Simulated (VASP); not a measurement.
# BiTe (Pm-3m) in VASP: notebook

Runs on BiTe. Level: r2SCAN. Tasks: single point.

Program: VASP 6.6.1. These are calculated values, not measurements. Logs are shortened: lines on timing, memory, paths and dates and some standing lists are left out, and cuts for length are marked.

### Step 1. The cell of the first run

It takes space group Pm-3m (No. 221, cubic). Conventional cell: a = 3.851 Å, b = 3.851 Å, c = 3.851 Å, α = 90.00°, β = 90.00°, γ = 90.00°. Bi (site symmetry m-3m) has 8 Te at 3.34 Å and 6 Bi at 3.85 Å within 4.4 Å. Te (site symmetry m-3m) has 8 Bi at 3.34 Å and 6 Te at 3.85 Å within 4.4 Å.

### Step 2. Single point, r2SCAN (28.56 Å³/atom)

POSCAR

```
BiTe
1.0
    3.8513676717      0.0000000000      0.0000000000
    0.0000000000      3.8513676717      0.0000000000
    0.0000000000      0.0000000000      3.8513676717
Bi Te
1 1
Direct
    0.0000000000      0.0000000000      0.0000000000
    0.5000000000      0.5000000000      0.5000000000
```

INCAR.step1

```
PREC = Accurate ; ENCUT = 520
ISMEAR = 0 ; SIGMA = 0.05
LREAL = False ; LASPH = True
NELM = 60 ; NBANDS = 18
GGA = PE ; ALGO = Normal
EDIFF = 1E-4 ; LWAVE = True
LCHARG = False
```

INCAR.step2

```
PREC = Accurate ; ENCUT = 520
EDIFF = 1E-6 ; ISMEAR = 0
SIGMA = 0.05 ; LREAL = False
LASPH = True ; NELM = 60
ALGO = Normal ; ISIF = 2
LWAVE = False ; LCHARG = False
METAGGA = R2SCAN ; LMIXTAU = True
NBANDS = 18 ; ISTART = 1
```

KPOINTS

```
regular mesh
0
Gamma
  10 10 10
```

Potentials or basis: VASP PAW PBE potentials, release 64 (Bi_d, Te).

Command:

```bash
cat potpaw_PBE.64/Bi_d/POTCAR potpaw_PBE.64/Te/POTCAR > POTCAR
cp INCAR.step1 INCAR
mpirun -np 1 vasp_std > vasp.out
cp INCAR.step2 INCAR
mpirun -np 1 vasp_std > vasp.out
```

OUTCAR:

```text
PREC = Accurate
   ENCUT = 520
   EDIFF = 1E-6
   ISMEAR = 0
   LREAL = False
   LASPH = True
   NELM = 60
   ISIF = 2
   METAGGA = R2SCAN
   ISTART = 1

 ion  position               nearest neighbor table
   1  0.000  0.000  0.000-   2 3.34   2 3.34   2 3.34   2 3.34   2 3.34   2 3.34   2 3.34   2 3.34

   2  0.500  0.500  0.500-   1 3.34   1 3.34   1 3.34   1 3.34   1 3.34   1 3.34   1 3.34   1 3.34

  LATTYP: Found a simple cubic cell.
 ALAT       =     3.8513676717

  Lattice vectors:

 A1 = (   3.8513676717,   0.0000000000,   0.0000000000)
 A2 = (   0.0000000000,   3.8513676717,   0.0000000000)
 A3 = (   0.0000000000,   0.0000000000,   3.8513676717)

Analysis of symmetry for initial positions (statically):
=====================================================================
 Subroutine PRICEL returns:
 Original cell was already a primitive cell.

 Routine SETGRP: Setting up the symmetry group for a
 simple cubic supercell.

 Subroutine GETGRP returns: Found 48 space group operations
 (whereof 48 operations were pure point group operations)
 out of a pool of 48 trial point group operations.

The static configuration has the point symmetry O_h .

Analysis of symmetry for dynamics (positions and initial velocities):
=====================================================================
 Subroutine PRICEL returns:
 Original cell was already a primitive cell.

 Routine SETGRP: Setting up the symmetry group for a
 simple cubic supercell.

 Subroutine GETGRP returns: Found 48 space group operations
 (whereof 48 operations were pure point group operations)
 out of a pool of 48 trial point group operations.

The dynamic configuration has the point symmetry O_h .

 Subroutine INISYM returns: Found 48 space group operations
 (whereof 48 operations are pure point group operations),
 and found     1 'primitive' translations

----------------------------------------------------------------------------------------

                                     Primitive cell

  volume of cell :      57.1275

  direct lattice vectors                    reciprocal lattice vectors
     3.851367672  0.000000000  0.000000000     0.259648023  0.000000000  0.000000000
     0.000000000  3.851367672  0.000000000     0.000000000  0.259648023  0.000000000
     0.000000000  0.000000000  3.851367672     0.000000000  0.000000000  0.259648023

  length of vectors
     3.851367672  3.851367672  3.851367672     0.259648023  0.259648023  0.259648023

  position of ions in fractional coordinates (direct lattice)
     0.000000000  0.000000000  0.000000000
     0.500000000  0.500000000  0.500000000

  ion indices of the primitive-cell ions
   primitive index   ion index
                 1           1
                 2           2

----------------------------------------------------------------------------------------

 KPOINTS: regular mesh

Automatic generation of k-mesh.
 Grid dimensions read from file:
 generate k-points for:   10   10   10

 Generating k-lattice:

  Cartesian coordinates                     Fractional coordinates (reciprocal lattice)
     0.025964802  0.000000000  0.000000000     0.100000000  0.000000000  0.000000000
     0.000000000  0.025964802  0.000000000     0.000000000  0.100000000  0.000000000
     0.000000000  0.000000000  0.025964802     0.000000000  0.000000000  0.100000000

  Length of vectors
     0.025964802  0.025964802  0.025964802

  Shift w.r.t. Gamma in fractional coordinates (k-lattice)
     0.000000000  0.000000000  0.000000000

 Subroutine IBZKPT returns following result:
 ===========================================

 Found     56 irreducible k-points:

 Following reciprocal coordinates:
            Coordinates               Weight
  0.000000  0.000000  0.000000      1.000000
  0.100000  0.000000  0.000000      6.000000
  0.200000  0.000000  0.000000      6.000000
  0.300000  0.000000  0.000000      6.000000
  0.400000  0.000000  0.000000      6.000000
  0.500000  0.000000  0.000000      3.000000
[... 16 lines left out ...]
  0.200000  0.100000  0.100000     24.000000
  0.300000  0.100000  0.100000     24.000000
 [... further k-points ...]
   k-points           NKPTS =     56   k-points in BZ     NKDIM =     56   number of bands    NBANDS=     18
   number of dos      NEDOS =    301   number of ions     NIONS =      2
   total plane-waves  NPLWV =  27000
   dimension x,y,z NGX =    30 NGY =   30 NGZ =   30
   dimension x,y,z NGXF=    60 NGYF=   60 NGZF=   60
   ions per type =               1   1
   NGX,Y,Z   is equivalent  to a cutoff of  12.95, 12.95, 12.95 a.u.
   NGXF,Y,Z  is equivalent  to a cutoff of  25.90, 25.90, 25.90 a.u.
 SYSTEM =  unknown system
   PREC   = accura    normal or accurate (medium, high low for compatibility)
   ISTART =      1    job   : 0-new  1-cont  2-samecut
   ICHARG =      0    charge: 1-file 2-atom 10-const
   ISPIN  =      1    spin polarized calculation?
   LNONCOLLINEAR =      F non collinear calculations
   LSORBIT =      F    spin-orbit coupling
   LASPH  =      T    aspherical Exc in radial PAW
   ENCUT  =  520.0 eV  38.22 Ry    6.18 a.u.   7.16  7.16  7.16*2*pi/ulx,y,z
   NELM   =     60;   NELMIN=  2; NELMDL=  0     # of ELM steps
   EDIFF  = 0.1E-05   stopping-criterion for ELM
   LREAL  =      F    real-space projection
   EDIFFG = 0.1E-04   stopping-criterion for IOM
   NSW    =      0    number of steps for IOM
   IBRION =     -1    ionic relax: 0-MD 1-quasi-New 2-CG
   NFREE  =      0    steps in history (QN), initial steepest desc. (CG)
   ISIF   =      2    stress and relaxation
   ISYM   =      2    0-nonsym 1-usesym 2-fastsym
   POTIM  = 0.5000    time-step for ionic-motion
   TEBEG  =    0.0;   TEEND  =   0.0 temperature during run
   PSTRESS=    0.0 pullay stress
   NELECT =      21.0000    total number of electrons
   NUPDOWN=      -1.0000    fix difference up-down
   EMIN   =  10.00;   EMAX   =-10.00  energy-range for DOS
   EFERMI =   0.00;   METHOD = LEGACY
   ISMEAR =     0;   SIGMA  =   0.05  broadening in eV -4-tet -1-fermi 0-gaus
   EFERMI_NEDOS =   21; number of points for ismear=-14 and -15
   IALGO  =     38    algorithm
   IMIX   =      4    mixing-type and parameters
     AMIX     =   0.40;   BMIX     =  1.00
     AMIX_MAG =   1.60;   BMIX_MAG =  1.00
  volume/ion in A,a.u.               =      28.56       192.76
  Fermi-wavevector in a.u.,A,eV,Ry     =   1.172734  2.216146 18.712170  1.375306
  Thomas-Fermi vector in A             =   2.309158
   LORBIT       =      0    0 simple, 1 ext, 2 COOP (PROOUT), +10 PAW based schemes
   METAGGA = R2SCAN    functional components
   LHFCALC =     F    Hartree Fock is set to
   AEXX    =    0.0000 exact exchange contribution
   IVDW    =     0    specifies the selected vdW correction
   LEPSILON=     F    determine dielectric tensor
   LRPA    =     F    only Hartree local field effects (RPA)
 non-spin polarized calculation
 Gauss-broadening in eV      SIGMA  =   0.05
  energy-cutoff  :      520.00
  volume of cell :       57.13
 maximum number of plane-waves:      1568
 NGX is ok and might be reduce to    30
   NGX = 15   NGY = 15   NGZ = 15

 number of electron      20.9999993 magnetization

 Free energy of the ion-electron system (eV)
  ---------------------------------------------------
  ext. energy  EPLUGINS =         0.00000000
  ---------------------------------------------------
  free energy    TOTEN  =       -83.68175136 eV

  energy without entropy =      -83.68041509  energy(sigma->0) =      -83.68108322

 E-fermi :   8.5700     XC(G=0): -10.9931

 val. band max:        8.5406518287   @ k =   0.5000   0.4000   0.3000
 cond. band min:       8.5824389035   @ k =   0.5000   0.1000   0.1000
 fundamental gap:      0.0417870748
 Fermi energy:         8.5700365141

 k-point     1 :       0.0000    0.0000    0.0000
  band No.  band energies     occupation
      1     -15.6782      2.00000
      2     -15.6782      2.00000
      3     -15.6152      2.00000
      4     -15.6152      2.00000
      5     -15.6152      2.00000
      6      -6.2219      2.00000
[... 10 lines left out ...]
     17      19.5405      0.00000
     18      19.5405      0.00000

 k-point     2 :       0.1000    0.0000    0.0000
  band No.  band energies     occupation
      1     -15.6780      2.00000
      2     -15.6729      2.00000
      3     -15.6170      2.00000
      4     -15.6170      2.00000
      5     -15.6151      2.00000
      6      -6.1210      2.00000
[... 10 lines left out ...]
     17      19.0632      0.00000
     18      19.2681      0.00000

 k-point     3 :       0.2000    0.0000    0.0000
  band No.  band energies     occupation
      1     -15.6774      2.00000
      2     -15.6591      2.00000
      3     -15.6217      2.00000
      4     -15.6217      2.00000
      5     -15.6147      2.00000
      6      -5.8196      2.00000
[... 10 lines left out ...]
     17      18.9078      0.00000
     18      18.9078      0.00000

 k-point     4 :       0.3000    0.0000    0.0000
  band No.  band energies     occupation
      1     -15.6768      2.00000
      2     -15.6420      2.00000
      3     -15.6274      2.00000
      4     -15.6274      2.00000
      5     -15.6143      2.00000
      6      -5.3238      2.00000
[... 375 lines left out ...]
      4     -15.6185      2.00000
      5     -15.6185      2.00000
      6      -5.9202      2.00000
[... 10 lines left out ...]
     17      18.1836      0.00000
     18      19.6190      0.00000

 k-point    23 :       0.2000    0.1000    0.1000
  band No.  band energies     occupation
      1     -15.6694      2.00000
      2     -15.6560      2.00000
      3     -15.6238      2.00000
      4     -15.6232      2.00000
      5     -15.6182      2.00000
      6      -5.6217      2.00000
[... 10 lines left out ...]
     17      17.9042      0.00000
     18      19.6834      0.00000

 k-point    24 :       0.3000    0.1000    0.1000
  band No.  band energies     occupation
      1     -15.6687      2.00000
      2     -15.6388      2.00000
      3     -15.6298      2.00000
      4     -15.6291      2.00000
      5     -15.6176      2.00000
      6      -5.1322      2.00000
[... 10 lines left out ...]
     17      17.1901      0.00000
     18      19.5585      0.00000

 [... further k-points ...]

------------------------ aborting loop because EDIFF is reached ----------------------------------------

  FORCE on cell =-STRESS in cart. coord.  units (eV):
  Direction    XX          YY          ZZ          XY          YZ          ZX
  --------------------------------------------------------------------------------------
  -------------------------------------------------------------------------------------
  Total        0.9665028      0.9665028      0.9665028      0.0000000      0.0000000     -0.0000000
  in kB       27.1062081     27.1062081     27.1062081      0.0000000      0.0000000     -0.0000000
  external PRESSURE =      27.1062081 kB  Pullay stress =       0.0000000 kB

 VOLUME and BASIS-vectors are now :
 -----------------------------------------------------------------------------
  energy-cutoff  :      520.00
  volume of cell :       57.13
      direct lattice vectors                 reciprocal lattice vectors
     3.851367672  0.000000000  0.000000000     0.259648023  0.000000000  0.000000000
     0.000000000  3.851367672  0.000000000     0.000000000  0.259648023  0.000000000
     0.000000000  0.000000000  3.851367672     0.000000000  0.000000000  0.259648023

 POSITION                                       TOTAL-FORCE (eV/Angst)
 -----------------------------------------------------------------------------------
      0.00000      0.00000      0.00000         0.000000      0.000000      0.000000
      1.92568      1.92568      1.92568         0.000000      0.000000      0.000000
 -----------------------------------------------------------------------------------
    total drift:                               -0.000000     -0.000000     -0.000000

  FREE ENERGIE OF THE ION-ELECTRON SYSTEM (eV)
  ---------------------------------------------------
  free  energy   TOTEN  =       -83.6817513602 eV

  energy  without entropy=      -83.6804150879  energy(sigma->0) =      -83.68108322
```

Run time: 2 min. Hardware: 1 thread of AMD EPYC 7R13 (Zen 3), shared host; peak memory 0.18 GiB.

What came out:

```
Free energy            : -83.6818 eV
Pressure               : 2.7 GPa
Band gap on the k mesh : zero (an odd number of electrons rules out a gap without spin polarisation)
```

Caveat: the PAW data sets were made with another functional, which shifts forces and pressure a little; spin-orbit coupling is left out, which moves the levels of the heavy elements; an odd number of electrons without spin polarisation forces a metal; a magnetic or distorted state may lie lower.

### Step 3. Single point, r2SCAN (29.16 Å³/atom)

This run uses another cell than the first one, of 29.16 Å³/atom.

POSCAR

```
BiTe
1.0
    3.8779296675      0.0000000000      0.0000000000
    0.0000000000      3.8779296675      0.0000000000
    0.0000000000      0.0000000000      3.8779296675
Bi Te
1 1
Direct
    0.0000000000      0.0000000000      0.0000000000
    0.5000000000      0.5000000000      0.5000000000
```

INCAR.step1

```
ALGO = Normal
EDIFF = 1E-4
ENCUT = 520
GGA = PE
ISMEAR = 0
LASPH = T
LCHARG = F
LREAL = F
LWAVE = T
NBANDS = 18
NELM = 100
PREC = Accurate
SIGMA = 0.05
```

INCAR.step2

```
ALGO = Normal
EDIFF = 1E-7
ENCUT = 520
ISIF = 2
ISMEAR = 0
ISTART = 1
LASPH = T
LCHARG = T
LELF = T
LMIXTAU = T
LREAL = F
LVHAR = T
LWAVE = F
METAGGA = R2SCAN
NBANDS = 18
NELM = 100
PREC = Accurate
SIGMA = 0.05
```

KPOINTS

```
k-points
0
Gamma
  10 10 10
```

Potentials or basis: VASP PAW PBE potentials, release 64 (Bi_d, Te).

Command:

```bash
cat potpaw_PBE.64/Bi_d/POTCAR potpaw_PBE.64/Te/POTCAR > POTCAR
cp INCAR.step1 INCAR
mpirun -np 1 vasp_std > vasp.out
cp INCAR.step2 INCAR
mpirun -np 1 vasp_std > vasp.out
```

It took 2.4 min on 1 thread of AMD EPYC 7R13 (Zen 3), shared host; peak memory 0.18 GiB.

Results (log left out):

```
Free energy            : -83.6968 eV
Pressure               : 1.3 GPa
Band gap on the k mesh : zero (an odd number of electrons rules out a gap without spin polarisation)
```

Levels at points of the mesh, in eV from the Fermi level:
```tsv
k point	band 7	band 8	band 9	band 10	band 11	band 12	band 13	band 14
(0.00, 0.00, 0.00)	-8.83	-2.93	-2.93	-2.93	3.43	3.43	4.30	4.30
(0.50, 0.00, 0.00)	-12.29	-1.93	-1.00	-0.91	-0.91	0.58	0.58	5.12
(0.50, 0.50, 0.00)	-11.26	-6.10	-6.10	-0.40	1.67	2.85	2.85	6.06
(0.50, 0.50, 0.50)	-10.56	-3.63	-3.63	-3.63	-2.85	-2.85	-2.85	14.75
```

Caveat: the PAW data sets were made with another functional, which shifts forces and pressure a little; spin-orbit coupling is left out, which moves the levels of the heavy elements; an odd number of electrons without spin polarisation forces a metal; a magnetic or distorted state may lie lower.

### Step 4. Single point, r2SCAN (29.75 Å³/atom)

This run uses another cell than the first one, of 29.75 Å³/atom.

POSCAR

```
BiTe
1.0
    3.9041326898      0.0000000000      0.0000000000
    0.0000000000      3.9041326898      0.0000000000
    0.0000000000      0.0000000000      3.9041326898
Bi Te
1 1
Direct
    0.0000000000      0.0000000000      0.0000000000
    0.5000000000      0.5000000000      0.5000000000
```

INCAR.step1

```
SYSTEM = BiTe
PREC = Accurate
ENCUT = 520
ISMEAR = 0
SIGMA = 0.05
LREAL = .False.
LASPH = .True.
NELM = 80
NBANDS = 18
GGA = PE
ALGO = Normal
EDIFF = 1E-4
LWAVE = .True.
LCHARG = .False.
```

INCAR.step2

```
SYSTEM = BiTe
PREC = Accurate
ENCUT = 520
EDIFF = 1E-6
ISMEAR = 0
SIGMA = 0.05
LREAL = .False.
LASPH = .True.
NELM = 80
ALGO = Normal
ISIF = 2
LWAVE = .False.
LCHARG = .True.
METAGGA = R2SCAN
LMIXTAU = .True.
LELF = .True.
LVHAR = .True.
NBANDS = 18
ISTART = 1
```

KPOINTS

```
regular mesh
0
Gamma
  10 10 10
  0 0 0
```

Command:

```bash
cat potpaw_PBE.64/Bi_d/POTCAR potpaw_PBE.64/Te/POTCAR > POTCAR
cp INCAR.step1 INCAR
mpirun -np 1 vasp_std > vasp.out
cp INCAR.step2 INCAR
mpirun -np 1 vasp_std > vasp.out
```

It took 2.1 min on 1 thread of AMD EPYC 7R13 (Zen 3), shared host; peak memory 0.18 GiB.

Results (log left out):

| Quantity | Value |
| --- | --- |
| Free energy | -83.7018 eV |
| Pressure | 0.0 GPa |
| Band gap on the k mesh | zero (an odd number of electrons rules out a gap without spin polarisation) |

Levels at points of the mesh, in eV from the Fermi level:
```
           k point  band 6  band 7  band 8  band 9  band 10  band 11  band 12  band 13  band 14  band 15
(0.00, 0.00, 0.00)  -14.50   -8.91   -2.88   -2.88    -2.88     3.47     3.47     4.15     4.15     4.15
(0.50, 0.00, 0.00)  -12.22  -12.21   -1.97   -1.04    -0.92    -0.92     0.56     0.56     5.16     6.25
(0.50, 0.50, 0.00)  -11.28  -11.25   -5.97   -5.97    -0.41     1.61     2.78     2.78     6.01     6.20
(0.50, 0.50, 0.50)  -10.74  -10.58   -3.56   -3.56    -3.56    -2.78    -2.78    -2.78    14.50    14.50
```

Caveat: the PAW data sets were made with another functional, which shifts forces and pressure a little; spin-orbit coupling is left out, which moves the levels of the heavy elements; an odd number of electrons without spin polarisation forces a metal; a magnetic or distorted state may lie lower.

### Step 5. Single point, r2SCAN (30.03 Å³/atom)

This run uses another cell than the first one, of 30.03 Å³/atom.

POSCAR

```
BiTe
1.0
    3.9163416191      0.0000000000      0.0000000000
    0.0000000000      3.9163416191      0.0000000000
    0.0000000000      0.0000000000      3.9163416191
Bi Te
1 1
Direct
    0.0000000000      0.0000000000      0.0000000000
    0.5000000000      0.5000000000      0.5000000000
```

INCAR.step1

```
ALGO = Normal ; EDIFF = 1E-4
ENCUT = 520 ; GGA = PE
ISMEAR = 0 ; LASPH = T
LCHARG = F ; LREAL = F
LWAVE = T ; NBANDS = 18
NELM = 60 ; PREC = Accurate
SIGMA = 0.05
```

INCAR.step2

```
ALGO = Normal ; EDIFF = 1E-7
ENCUT = 520 ; ISIF = 2
ISMEAR = 0 ; ISTART = 1
LASPH = T ; LCHARG = F
LMIXTAU = T ; LREAL = F
LWAVE = F ; METAGGA = R2SCAN
NBANDS = 18 ; NELM = 60
PREC = Accurate ; SIGMA = 0.05
```

KPOINTS

```
k-points
0
Gamma
  10 10 10
```

Command:

```bash
cat potpaw_PBE.64/Bi_d/POTCAR potpaw_PBE.64/Te/POTCAR > POTCAR
cp INCAR.step1 INCAR
mpirun -np 1 vasp_std > vasp.out
cp INCAR.step2 INCAR
mpirun -np 1 vasp_std > vasp.out
```

Run time: 2.3 min. Hardware: 1 thread of AMD EPYC 7R13 (Zen 3), shared host; peak memory 0.18 GiB.

It converged, with:

```
Free energy            : -83.7010 eV
Pressure               : -0.6 GPa
Band gap on the k mesh : zero (an odd number of electrons rules out a gap without spin polarisation)
```

Levels at points of the mesh, in eV from the Fermi level:
```tsv
k point	band 6	band 7	band 8	band 9	band 10	band 11	band 12	band 13	band 14	band 15
(0.00, 0.00, 0.00)	-14.43	-8.94	-2.86	-2.86	-2.86	3.49	3.49	4.08	4.08	4.08
(0.50, 0.00, 0.00)	-12.19	-12.18	-1.98	-1.05	-0.92	-0.92	0.55	0.55	5.18	6.25
(0.50, 0.50, 0.00)	-11.26	-11.24	-5.91	-5.91	-0.42	1.58	2.74	2.74	5.99	6.17
(0.50, 0.50, 0.50)	-10.74	-10.59	-3.53	-3.53	-3.53	-2.75	-2.75	-2.75	14.38	14.38
```

Caveat: the PAW data sets were made with another functional, which shifts forces and pressure a little; spin-orbit coupling is left out, which moves the levels of the heavy elements; an odd number of electrons without spin polarisation forces a metal; a magnetic or distorted state may lie lower.

### Step 6. Overview

| cell | gap on the mesh (eV) | pressure (GPa) |
| --- | --- | --- |
| a = 3.851 Å, 2 atoms | none | 2.7 |
| a = 3.878 Å, 2 atoms | none | 1.3 |
| a = 3.904 Å, 2 atoms | none | 0.0 |
| a = 3.916 Å, 2 atoms | none | -0.6 |

Alike in all rows: task single point; level r2SCAN; potentials or basis VASP PAW PBE potentials, release 64 (Bi_d, Te); no spin polarisation; k mesh 10 × 10 × 10; cutoff (eV) 520; smearing gaussian 0.05 eV.

Caveats: the PAW data sets were made with another functional, which shifts forces and pressure a little; spin-orbit coupling is left out, which moves the levels of the heavy elements; an odd number of electrons without spin polarisation forces a metal; a magnetic or distorted state may lie lower.

Absolute energies hang on the potentials; compare differences alone.

The gap in the log of VASP goes by the Fermi energy; the results here count the filled bands.